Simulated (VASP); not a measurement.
Co: single point with PBE

Co:

```
CELL_PARAMETERS angstrom
2.47056 0.00000 0.00000
-1.23528 2.13957 0.00000
0.00000 0.00000 8.08823
ATOMIC_POSITIONS crystal
Co 0.66667 0.33333 0.75000
Co 0.00000 0.00000 0.50000
Co 0.33333 0.66667 0.25000
Co 0.00000 0.00000 0.00000
```

```yaml
Program: VASP 6.6.1
Task: single point
Functional: PBE
Potentials_or_basis: VASP PAW PBE potentials, release 64 (Co)
Cutoff: 520 eV
k_mesh: 10 × 10 × 3
Occupations: fermi-dirac, width 0.05 eV
Spin: collinear spin, ferromagnetic start
Starting_moments: "[0.5, 0.5, 0.5, 0.5] μB"
Fixed_moment: 2 μB
```

```yaml
Pressure: -6.7 GPa
Net_moment: 2.00 μB per cell
Site_moments: Co +0.07, +0.95 μB
Valence_electrons_inside_the_program's_atomic_spheres: Co 8.31, 8.29
```

Stress tensor (GPa, compression positive):
```
-6.11  0.00  0.00
 0.00 -6.11  0.00
 0.00  0.00 -7.88
```

Wall time 51 s on 1 thread of AMD EPYC 9R45 96-Core Processor (Zen 5), with other jobs on the host, peak memory 0.16 GiB.

Caveat: the total moment is fixed, so each spin has its own Fermi level.
